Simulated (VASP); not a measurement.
Write the native input for VASP 6.6.1 that does the following.

```yaml
Task: single point
Functional: PBE
Potentials_or_basis: VASP PAW PBE potentials, release 64 (Al, N)
Cutoff: 520 eV
k_mesh: 10 × 10 × 10
Occupations: fermi-dirac, width 0.02 eV
Spin: no spin polarisation
Dipole_correction: no
Further_INCAR_settings: ALGO = Normal; EDIFF = 1e-06; NBANDS = 11
```

The structure of AlN lies in POSCAR:

```
AlN
1.0
    0.0000000000      2.1848764125      2.1193301201
    2.1848764125      0.0000000000      2.1193301201
    2.1848764125      2.1848764125      0.0000000000
Al N
1 1
Direct
    0.0000000000      0.0000000000      0.0000000000
    0.2500000000      0.2500000000      0.2500000000
```

This cell differs from its parent crystal: uniaxial z strain -3.0%.

These files were run (other wordings do the same):

INCAR

```
PREC     = Accurate       # precision mode
ENCUT    = 520            # plane-wave cutoff, eV
EDIFF    = 1E-6           # SCF threshold, eV
ISMEAR   = -1             # smearing method
SIGMA    = 0.02           # smearing width, eV
LREAL    = F              # projectors in reciprocal space
LASPH    = T              # aspherical terms in the spheres
NELM     = 60             # most SCF steps
ALGO     = Normal         # electronic algorithm
ISIF     = 2              # what is computed and relaxed
LWAVE    = F              # write WAVECAR
LCHARG   = F              # write CHGCAR
GGA      = PE             # functional
NBANDS   = 11             # bands
```

KPOINTS

```
Automatic mesh
0
Gamma
  10 10 10
```

Potentials or basis: VASP PAW PBE potentials, release 64 (Al, N).

Launch:

```bash
$ cat potpaw_PBE.64/Al/POTCAR potpaw_PBE.64/N/POTCAR > POTCAR
$ mpirun -np 1 vasp_std > vasp.out
```

It gave:

```json
{"Pressure": "11.1 GPa", "Band gap on the k mesh": "3.16 eV, indirect (least direct gap 4.37 eV)"}
```

Caveat: the cell differs from its parent crystal (uniaxial z strain -3.0%).

It took 18 s on 1 thread of AMD EPYC 7R43 64-Core Processor (Zen 3) (shared host), peak memory 0.11 GiB.
